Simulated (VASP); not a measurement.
**TiO2: single point with PBE+U**

The system is TiO2.

```
Ti O
1.0
     2.64037   -2.64044   -0.01970
     2.64037    2.64044   -0.01970
    -2.60455    0.00000    4.80274
Ti O
2 4
Direct
  0.12501 0.87499 0.25000
  0.87499 0.12501 0.75000
  0.31795 0.06798 0.63591
  0.68205 0.93202 0.36409
  0.93202 0.68205 0.86409
  0.06798 0.31795 0.13591
```

This cell differs from its parent crystal: atoms shifted along a free coordinate.

```yaml
Program: VASP 6.6.1
Task: single point
Functional: PBE
Potentials_or_basis: VASP PAW PBE potentials, release 64 (Ti_sv, O)
Cutoff: 520 eV
k_mesh: 6 × 6 × 6
Occupations: gaussian, width 0.05 eV
Spin: no spin polarisation
Hubbard_terms: Ti d U = 4.0 eV
```

```yaml
Pressure: 31.4 GPa
Largest_force: 3.548 eV/Å
Band_gap_on_the_k_mesh: 2.93 eV (least direct gap 3.18 eV)
```

Forces in eV/Å, atoms in the order of the input:
```
Ti   0.000  0.000  0.000
Ti   0.000  0.000  0.000
O    0.027  0.000  3.548
O   -0.027  0.000 -3.548
O   -0.027  0.000 -3.548
O    0.027  0.000  3.548
```

Stress tensor (GPa, compression positive):
```
19.70  0.00  0.27
 0.00 19.70  0.00
 0.27  0.00 54.93
```

Levels at points of the mesh, in eV from the valence-band top:
| k point | band 20 | band 21 | band 22 | band 23 | band 24 | band 25 | band 26 | band 27 | band 28 | band 29 |
| --- | --- | --- | --- | --- | --- | --- | --- | --- | --- | --- |
| (0.00, 0.00, 0.00) | -0.92 | -0.54 | -0.54 | -0.48 | -0.48 | 2.93 | 3.74 | 5.14 | 5.14 | 5.30 |
| (0.50, 0.00, 0.00) | -2.05 | -1.85 | -1.02 | -0.81 | -0.45 | 3.85 | 4.21 | 4.27 | 4.40 | 5.16 |
| (0.50, 0.50, 0.00) | -2.81 | -1.84 | -1.84 | -0.55 | -0.55 | 3.89 | 3.89 | 4.39 | 4.39 | 5.60 |
| (0.00, 0.00, 0.50) | -1.60 | -1.08 | -1.08 | 0.00 | 0.00 | 3.32 | 3.32 | 4.67 | 4.67 | 5.13 |
| (0.50, 0.00, 0.50) | -2.05 | -1.85 | -1.02 | -0.81 | -0.45 | 3.85 | 4.21 | 4.27 | 4.40 | 5.16 |
| (0.50, 0.50, 0.50) | -2.81 | -1.84 | -1.84 | -0.55 | -0.55 | 3.89 | 3.89 | 4.39 | 4.39 | 5.60 |

Eigenvalues of the final occupation matrices:
| site | spin | trace | eigenvalues |
| --- | --- | --- | --- |
| site 1 d | 1 | 0.86 | 0.09 0.12 0.12 0.24 0.30 |
| site 1 d | 2 | 0.86 | 0.09 0.12 0.12 0.24 0.30 |
| site 2 d | 1 | 0.86 | 0.09 0.12 0.12 0.24 0.30 |
| site 2 d | 2 | 0.86 | 0.09 0.12 0.12 0.24 0.30 |

It took 72 s on 1 thread of Intel(R) Xeon(R) 6975P-C (Granite Rapids), with other jobs on the host, peak memory 0.25 GiB.

Caveat: the cell differs from its parent crystal (atoms shifted along a free coordinate); the cell stands under pressure; forces of over 1 eV/Å act on the atoms, so gaps and moduli don't describe the material at rest. A k mesh can miss the band edges.
